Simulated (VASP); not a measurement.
# In (Fd-3m) in VASP: a series of runs, part 2 of 2

VASP 6.6.1. The steps go on from the part before.

### Step 3. Single point, LDA (13.50 Å³/atom)

INCAR reads:

```
  PREC = Accurate
  ENCUT = 520
  EDIFF = 1E-7
  ISMEAR = -1
  SIGMA = 0.05
  LREAL = F
  LASPH = T
  NELM = 60
  ALGO = Normal
  ISIF = 2
  LWAVE = F
  LCHARG = F
  GGA = CA
  NBANDS = 20
```

KPOINTS reads:

```
Automatic mesh
0
Gamma
  12 12 12
```

POSCAR reads:

```
In
1.0
    0.0000000000      2.3808563258      2.3808563258
    2.3808563258      0.0000000000      2.3808563258
    2.3808563258      2.3808563258      0.0000000000
In
2
Direct
   -0.1250000000     -0.1250000000     -0.1250000000
    0.1250000000      0.1250000000      0.1250000000
```

Potentials or basis: VASP PAW LDA potentials, release 64 (In_d).

Launch:

```console
$ cat potpaw_LDA.64/In_d/POTCAR > POTCAR
$ mpirun -np 1 vasp_std > vasp.out
```

OUTCAR:

```text
PREC = Accurate
   ENCUT = 520
   EDIFF = 1E-7
   ISMEAR = -1
   LREAL = F
   LASPH = T
   NELM = 60
   ISIF = 2
   GGA = CA

 ion  position               nearest neighbor table
   1  0.875  0.875  0.875-   2 2.06   2 2.06   2 2.06   2 2.06   2 3.95   2 3.95   2 3.95   2 3.95
                             2 3.95   2 3.95   2 3.95   2 3.95   2 3.95   2 3.95   2 3.95   2 3.95
   2  0.125  0.125  0.125-   1 2.06   1 2.06   1 2.06   1 2.06   1 3.95   1 3.95   1 3.95   1 3.95
                             1 3.95   1 3.95   1 3.95   1 3.95   1 3.95   1 3.95   1 3.95   1 3.95

  LATTYP: Found a face centered cubic cell.
 ALAT       =     4.7617126516

  Lattice vectors:

 A1 = (   0.0000000000,   2.3808563258,   2.3808563258)
 A2 = (   2.3808563258,   0.0000000000,   2.3808563258)
 A3 = (   2.3808563258,   2.3808563258,   0.0000000000)

Analysis of symmetry for initial positions (statically):
=====================================================================
 Subroutine PRICEL returns:
 Original cell was already a primitive cell.

 Routine SETGRP: Setting up the symmetry group for a
 face centered cubic supercell.

[... 158 lines left out ...]
 number of electron      26.0000000 magnetization

 Free energy of the ion-electron system (eV)
  ---------------------------------------------------
  ext. energy  EPLUGINS =         0.00000000
  ---------------------------------------------------
  free energy    TOTEN  =         9.46910812 eV

  energy without entropy =        9.47410677  energy(sigma->0) =        9.47160745

 E-fermi :  18.0675     XC(G=0): -13.8357

 val. band max:       18.0188041963   @ k =   0.3333   0.2500   0.0000
 cond. band min:      18.0813203882   @ k =   0.5000   0.2500   0.0833
 fundamental gap:      0.0625161919
 Fermi energy:        18.0674513797

 k-point     1 :       0.0000    0.0000    0.0000
  band No.  band energies     occupation
      1      -1.6299      2.00000
      2      -1.6299      2.00000
      3      -1.5893      2.00000
      4      -1.5893      2.00000
      5      -1.5893      2.00000
      6       1.5377      2.00000
[... 541 lines left out ...]
     19      31.9084      0.00000
     20      32.2868      0.00000

 [... further k-points ...]
[... 5 lines left out ...]
  --------------------------------------------------------------------------------------
  -------------------------------------------------------------------------------------
  Total       48.7567159     48.7567159     48.7567159      0.0000000      0.0000000     -0.0000000
  in kB     2894.1128865   2894.1128865   2894.1128865      0.0000000      0.0000000     -0.0000000
  external PRESSURE =    2894.1128865 kB  Pullay stress =       0.0000000 kB

 VOLUME and BASIS-vectors are now :
 -----------------------------------------------------------------------------
  energy-cutoff  :      520.00
  volume of cell :       26.99
      direct lattice vectors                 reciprocal lattice vectors
     0.000000000  2.380856326  2.380856326    -0.210008472  0.210008472  0.210008472
     2.380856326  0.000000000  2.380856326     0.210008472 -0.210008472  0.210008472
     2.380856326  2.380856326  0.000000000     0.210008472  0.210008472 -0.210008472

 POSITION                                       TOTAL-FORCE (eV/Angst)
 -----------------------------------------------------------------------------------
      4.16650      4.16650      4.16650         0.000000      0.000000      0.000000
      0.59521      0.59521      0.59521        -0.000000     -0.000000     -0.000000
 -----------------------------------------------------------------------------------
    total drift:                                0.000000     -0.000000     -0.000000

  FREE ENERGIE OF THE ION-ELECTRON SYSTEM (eV)
  ---------------------------------------------------
  free  energy   TOTEN  =         9.4691081181 eV

  energy  without entropy=        9.4741067734  energy(sigma->0) =        9.47160745
```

stdout:

```text
POSCAR found type information on POSCAR In
 POSCAR found :  1 types and       2 ions
 scaLAPACK will be used
 LDA part: xc-table for (Slater(with rela. corr.)+CA(PZ))
 , standard interpolation
 POSCAR, INCAR and KPOINTS ok, starting setup
 FFT: planning ... GRIDC
 FFT: planning ... GRID_SOFT
 FFT: planning ... GRID
 WAVECAR not read
 entering main loop
```

It took 77 s on 1 thread of Intel Xeon 8259CL, shared host; peak memory 0.16 GiB.

What came out:

- Free energy: 9.4691 eV
- Pressure: 289.4 GPa
- Band gap on the k mesh: zero (bands 13 and 14 overlap by 11.85 eV)

Caveat: the cell stands under pressure; spin-orbit coupling is left out, which moves the levels of the heavy elements.

### Step 4. Single point, LDA (13.50 Å³/atom)

INCAR reads:

```
SYSTEM = In
PREC = Accurate ; ENCUT = 520
EDIFF = 1E-6 ; ISMEAR = -1
SIGMA = 0.05 ; LREAL = .FALSE.
LASPH = .TRUE. ; NELM = 100
ALGO = Normal ; ISIF = 2
LWAVE = .FALSE. ; LCHARG = .TRUE.
GGA = CA ; LELF = .TRUE.
LVHAR = .TRUE. ; NBANDS = 20
```

KPOINTS reads:

```
regular mesh
0
G
  12 12 12
  0 0 0
```

POSCAR is that of step 3.

Potentials or basis: VASP PAW LDA potentials, release 64 (In_d).

Launch:

```console
$ cat potpaw_LDA.64/In_d/POTCAR > POTCAR
$ mpirun -np 1 vasp_std > vasp.out
```

OUTCAR:

```text
SYSTEM = In
   PREC = Accurate
   ENCUT = 520
   EDIFF = 1E-6
   ISMEAR = -1
   LREAL = .FALSE.
   LASPH = .TRUE.
   NELM = 100
   ISIF = 2
   GGA = CA

 ion  position               nearest neighbor table
   1  0.875  0.875  0.875-   2 2.06   2 2.06   2 2.06   2 2.06   2 3.95   2 3.95   2 3.95   2 3.95
                             2 3.95   2 3.95   2 3.95   2 3.95   2 3.95   2 3.95   2 3.95   2 3.95
   2  0.125  0.125  0.125-   1 2.06   1 2.06   1 2.06   1 2.06   1 3.95   1 3.95   1 3.95   1 3.95
                             1 3.95   1 3.95   1 3.95   1 3.95   1 3.95   1 3.95   1 3.95   1 3.95

  LATTYP: Found a face centered cubic cell.
 ALAT       =     4.7617126516

[... 738 lines left out ...]
     19      31.9087      0.00000
     20      32.2871      0.00000

 [... further k-points ...]
[... 5 lines left out ...]
  --------------------------------------------------------------------------------------
  -------------------------------------------------------------------------------------
  Total       48.6819257     48.6819257     48.6819257     -0.0000000      0.0000000      0.0000000
  in kB     2889.6734690   2889.6734690   2889.6734690     -0.0000000      0.0000000      0.0000000
  external PRESSURE =    2889.6734690 kB  Pullay stress =       0.0000000 kB

 VOLUME and BASIS-vectors are now :
 -----------------------------------------------------------------------------
  energy-cutoff  :      520.00
  volume of cell :       26.99
      direct lattice vectors                 reciprocal lattice vectors
     0.000000000  2.380856326  2.380856326    -0.210008472  0.210008472  0.210008472
     2.380856326  0.000000000  2.380856326     0.210008472 -0.210008472  0.210008472
     2.380856326  2.380856326  0.000000000     0.210008472  0.210008472 -0.210008472

 POSITION                                       TOTAL-FORCE (eV/Angst)
 -----------------------------------------------------------------------------------
      4.16650      4.16650      4.16650        -0.000000      0.000000      0.000000
      0.59521      0.59521      0.59521         0.000000     -0.000000     -0.000000
 -----------------------------------------------------------------------------------
    total drift:                                0.000000     -0.000000     -0.000000

  FREE ENERGIE OF THE ION-ELECTRON SYSTEM (eV)
  ---------------------------------------------------
  free  energy   TOTEN  =         9.4691073306 eV

  energy  without entropy=        9.4741057473  energy(sigma->0) =        9.47160654
```

OSZICAR:

```text
N       E                     dE             d eps       ncg     rms          rms(c)
DAV:   1     0.220249274435E+03    0.22025E+03   -0.13226E+04  3164   0.230E+03
DAV:   2     0.250833133125E+02   -0.19517E+03   -0.19062E+03  2892   0.416E+02
DAV:   3     0.886862212922E+01   -0.16215E+02   -0.16092E+02  3224   0.131E+02
DAV:   4     0.843261141142E+01   -0.43601E+00   -0.43568E+00  3444   0.211E+01
DAV:   5     0.841023487937E+01   -0.22377E-01   -0.22375E-01  4268   0.430E+00    0.181E+01
DAV:   6     0.909909364119E+01    0.68886E+00   -0.14438E-01  4632   0.900E+00    0.830E+00
DAV:   7     0.944553155247E+01    0.34644E+00   -0.10277E-01  5176   0.602E+00    0.124E+00
DAV:   8     0.946717939638E+01    0.21648E-01   -0.20353E-02  3864   0.171E+00    0.213E-01
DAV:   9     0.946911675555E+01    0.19374E-02   -0.24450E-03  3968   0.903E-01    0.144E-01
DAV:  10     0.946910813885E+01   -0.86167E-05   -0.10408E-04  3920   0.871E-02    0.320E-02
DAV:  11     0.946910733057E+01   -0.80827E-06   -0.75347E-06  3848   0.415E-02
   1 F= 0.94691073E+01 E0= 0.94716065E+01  d E =-.499842E-02
```

It took 64 s on 1 thread of Intel Xeon 8259CL, shared host; peak memory 0.16 GiB.

Results:

```
Free energy            : 9.4691 eV
Pressure               : 289.0 GPa
Band gap on the k mesh : zero (bands 13 and 14 overlap by 11.85 eV)
```

Caveat: the cell stands under pressure; spin-orbit coupling is left out, which moves the levels of the heavy elements.
